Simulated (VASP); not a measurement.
Here is a VASP 6.6.1 calculation.

The input INCAR:

```
PREC = Accurate
ENCUT = 600
EDIFF = 1E-6
ISMEAR = -1
SIGMA = 0.15
LREAL = False
LASPH = True
NELM = 100
ALGO = Fast
ISIF = 3
LWAVE = False
LCHARG = False
IBRION = 2
NSW = 80
EDIFFG = -0.001
```

Contents of KPOINTS:

```
regular mesh
0
Gamma
  12 12 8
```

File POSCAR:

```
TiAl
1.0
    2.7689289545      0.0000000000      0.0000000000
    0.0000000000      2.7689289545      0.0000000000
    0.0000000000      0.0000000000      3.9911364215
Ti Al
1 1
Direct
    0.5000000000      0.5000000000      0.5000000000
    0.0000000000      0.0000000000      0.0000000000
```

Potentials or basis: VASP PAW LDA potentials, release 64 (Ti_sv, Al).

The run is started by

```sh
$ cat potpaw_LDA.64/Ti_sv/POTCAR potpaw_LDA.64/Al/POTCAR > POTCAR
$ mpirun -np 1 vasp_std > vasp.out
```

(1) What does it give for the relaxed volume?

(2) What does it give for the band gap on the k mesh?

Answers

(1) 15.35 Å³/atom.

(2) zero (an odd number of electrons rules out a gap without spin polarisation).
